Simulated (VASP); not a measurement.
Runs of VASP 6.6.1 on Au. The structure is that of space group P6_3/mmc (No. 194), or close to it. The cells are those of the table. 

```tsv
task	cell	k mesh	cutoff (eV)	gap on the mesh (eV)	pressure (GPa)
single point	a = 2.945, b = 2.945, c = 9.861 Å, angles 90.0, 90.0, 120.0°, 4 atoms	16 × 16 × 5	520	none	-0.1
single point	a = 2.864, b = 2.864, c = 9.591 Å, angles 90.0, 90.0, 120.0°, 4 atoms	14 × 14 × 4	520	none	12.6
single point	a = 2.945, b = 2.945, c = 9.861 Å, angles 90.0, 90.0, 120.0°, 4 atoms	13 × 13 × 4	520	none	-0.2
single point	a = 3.022, b = 3.022, c = 10.118 Å, angles 90.0, 90.0, 120.0°, 4 atoms	14 × 14 × 4	520	none	(a)
relaxation of cell and atoms	relaxed from a = 2.884, b = 2.884, c = 9.418 Å, angles 90.0, 90.0, 120.0°, 4 atoms	13 × 13 × 4	600	none	0.0
single point	a = 2.984, b = 2.984, c = 9.991 Å, angles 90.0, 90.0, 120.0°, 4 atoms	14 × 14 × 4	520	none	-4.2
single point	a = 2.905, b = 2.905, c = 9.728 Å, angles 90.0, 90.0, 120.0°, 4 atoms	14 × 14 × 4	520	none	(b)
single point	a = 2.945, b = 2.945, c = 9.861 Å, angles 90.0, 90.0, 120.0°, 4 atoms	14 × 14 × 4	520	none	-0.1
single point	a = 2.822, b = 2.822, c = 9.450 Å, angles 90.0, 90.0, 120.0°, 4 atoms	14 × 14 × 4	520	none	22.2
single point	a = 3.059, b = 3.059, c = 10.241 Å, angles 90.0, 90.0, 120.0°, 4 atoms	14 × 14 × 4	520	none	-9.6
```

Alike in all rows: level RPBE; potentials or basis VASP PAW PBE potentials, release 64 (Au); no spin polarisation; smearing fermi-dirac 0.1 eV.

Fill in the values left out.

(a) -7.3; (b) 5.4.

Caveats: the PAW data sets were made with another functional, which shifts forces and pressure a little; spin-orbit coupling is left out, which moves the levels of the heavy elements.

A k mesh can miss the band edges, and the runs leave out spin-orbit coupling on Au.

A gap of «none» marks levels without a gap at the run's occupations.
